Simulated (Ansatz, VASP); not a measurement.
# ZnO: VASP beside Ansatz

The input INCAR:

```
SYSTEM = ZnO
PREC     = Accurate       ! precision mode
ENCUT    = 520            ! plane-wave cutoff, eV
EDIFF    = 1E-6           ! SCF threshold, eV
ISMEAR   = 0              ! smearing method
SIGMA    = 0.01           ! smearing width, eV
LREAL    = .FALSE.        ! projectors in reciprocal space
LASPH    = .TRUE.         ! aspherical terms in the spheres
NELM     = 100            ! most SCF steps
ALGO     = Normal         ! electronic algorithm
ISIF     = 2              ! what is computed and relaxed
LWAVE    = .FALSE.        ! write WAVECAR
LCHARG   = .FALSE.        ! write CHGCAR
GGA      = PS             ! functional
NBANDS   = 26             ! bands
```

KPOINTS

```
regular mesh
0
G
  15 15 8
  0 0 0
```

File POSCAR:

```
ZnO
1.0
    3.2308811898      0.0000000000      0.0000000000
   -1.6154405949      2.7980251869      0.0000000000
    0.0000000000      0.0000000000      5.2157897621
Zn O
2 2
Direct
    0.3333333333      0.6666666667     -0.0347855662
    0.6666666667      0.3333333333      0.4652144338
    0.3333333333      0.6666666667      0.4167855662
    0.6666666667      0.3333333333      0.9167855662
```

Input for Ansatz:

```yaml
crystal:
  lattice:
    - [3.2308811898, 0.0, 0.0]
    - [-1.6154405949, 2.7980251869, 0.0]
    - [0.0, 0.0, 5.2157897621]
  atoms:
    - { symbol: Zn, position: [0.3333333333, 0.6666666667, -0.0347855662] }
    - { symbol: Zn, position: [0.6666666667, 0.3333333333, 0.4652144338] }
    - { symbol: O, position: [0.3333333333, 0.6666666667, 0.4167855662] }
    - { symbol: O, position: [0.6666666667, 0.3333333333, 0.9167855662] }
basis:
  ecutwfc: 420
  xc_grid: 2
kpoints:
  mp_grid: { grid: [15, 15, 8] }
hamiltonian:
  xc: pbesol
  pseudopotentials: { kind: paw, azcp: { folder: soft_1 } }
scf:
  occupations: { method: fixed }
output:
  forces: true
  stress: true
  eigenvalues: true
  polarization: {}
```

Change from the starting cell: polar distortion scaled by 0.40.

Alike in both runs: task single point; functional PBEsol; k mesh 15 × 15 × 8; no spin polarisation.

```csv
,VASP,Ansatz
version,VASP 6.6.1,Ansatz 0.2.0
potentials or method,"VASP PAW PBE potentials, release 64 (Zn, O), cutoff 520 eV","scalar-relativistic, plane waves, PAW"
occupations,"gaussian, width 0.01 eV",fixed
valence electrons in the cell,36,36
```

VASP gave:

```
gap on the k mesh at the Fermi level (eV)                     : 0.79
least direct gap on the mesh (eV)                             : 0.79
pressure (GPa)                                                : 6.2
traceless stress, the component that is largest in VASP (GPa) : -11.15
rms of the force components (eV/Å)                            : 0.328
```

Estimate Ansatz's values.

gap on the k mesh at the Fermi level (eV): 0.79; least direct gap on the mesh (eV): 0.79; pressure (GPa): 5.2; traceless stress, the component that is largest in VASP (GPa): -10.33; rms of the force components (eV/Å): 0.315.

VASP's potentials were made for PBE, not for PBEsol, and Ansatz warns of the same on its side. Atom by atom the forces differ by 0.014 eV/Å (rms over components).
